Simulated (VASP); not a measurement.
Sn, 2 atoms in the cell. It takes space group I4_1/amd (No. 141, tetragonal). Conventional cell: a = 4.516 Å, b = 4.516 Å, c = 6.706 Å, α = 90.00°, β = 90.00°, γ = 90.00°. Within 3.7 Å of Sn (site symmetry -4m2) lie 4 Sn at 2.81 Å.  This cell differs from its parent crystal: ratio of the length along z to the lengths across it x 1.05, volume and fractional coordinates fixed.

- Program: VASP 6.6.1
- Task: single point
- Functional: PBEsol
- Potentials or basis: VASP PAW PBE potentials, release 64 (Sn_d)
- Cutoff: 520 eV
- k mesh: 14 × 14 × 14
- Occupations: gaussian, width 0.15 eV
- Spin: no spin polarisation
- Dipole correction: no
- Further INCAR settings: ALGO = Fast; EDIFF = 1e-06; NBANDS = 21

Potentials or basis: VASP PAW PBE potentials, release 64 (Sn_d).

Command:

```console
$ cat potpaw_PBE.64/Sn_d/POTCAR > POTCAR
$ mpirun -np 1 vasp_std > vasp.out
```

Hardware: 1 thread of Intel(R) Xeon(R) Platinum 8488C (Sapphire Rapids) (shared host).

Q: How long does it take, and how much memory?

A: Run time: 4.7 min on 1 thread of Intel(R) Xeon(R) Platinum 8488C (Sapphire Rapids) (shared host), peak memory 0.4 GiB. Counts: scf iterations 12, k points 244.
